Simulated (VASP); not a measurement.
A run of VASP 6.6.1 is set up as follows.

Contents of INCAR:

```
SYSTEM = O
ALGO = Normal ; EDIFF = 1E-6
ENCUT = 1000 ; GGA = PE
GGA_COMPAT = .False. ; ISIF = 2
ISMEAR = -1 ; ISPIN = 2
IVDW = 12 ; LASPH = .True.
LCHARG = .True. ; LELF = .True.
LORBIT = 11 ; LREAL = .False.
LVHAR = .True. ; LWAVE = .False.
MAGMOM = 1 1 1 1 1 1 1 1 1 1 1 1 ; NBANDS = 52
NELM = 200 ; PREC = Accurate
SIGMA = 0.02
```

Contents of KPOINTS:

```
k-points
0
Gamma
  1 1 1
  0 0 0
```

POSCAR

```
O
1.0
    6.0876040000      0.0000000000      0.0000000000
    0.0000000000      6.0876040000      0.0000000000
    0.0000000000      0.0000000000      6.0876040000
O
12
Direct
    0.4375120326      0.0340199527      0.0587751766
    0.3076087078      0.1780503462      0.0477034971
    0.7628124300      0.4460539812      0.2399958999
    0.6000061765      0.5296172353      0.1529994395
    0.7896702874      0.2826563620      0.6938526225
    0.9825212021      0.3326431877      0.6714628613
    0.5476538881      0.8017932835      0.6628059250
    0.5990369939      0.9390886792      0.5270710776
    0.1597508642      0.5889016434      0.9582423561
    0.0304389050      0.7265584292      0.8893975364
    1.1399394573      0.7221231867      0.4349001676
    1.0152105820      0.8596321311      0.3624743002
```

Potentials or basis: VASP PAW PBE potentials, release 64 (O_h).

The run is started by

```bash
$ cat potpaw_PBE.64/O_h/POTCAR > POTCAR
$ mpirun -np 1 vasp_gam > vasp.out
```

Predict the largest force.

2.878 eV/Å.

What does it give for the site moments?

O +0.62, +0.63 (each value once) μB.

Estimate the pressure.

1.9 GPa.

Forces on the atoms (eV/Å):
```
O    1.949 -2.106  0.220
O   -1.985  1.972 -0.159
O   -0.855  0.401 -0.482
O    0.867 -0.348  0.467
O    0.168  0.185  0.147
O   -0.201 -0.335 -0.209
O    0.045 -0.213  0.125
O   -0.219 -0.024 -0.184
O   -0.224  0.616 -0.065
O    0.311 -0.253  0.211
O    0.229 -0.134  0.043
O   -0.085  0.239 -0.113
```

Caveat: the k points lie up to 1.03 Å⁻¹ apart, too coarse for converged energies, forces and pressures; the atoms stand as in a frame of molecular dynamics.
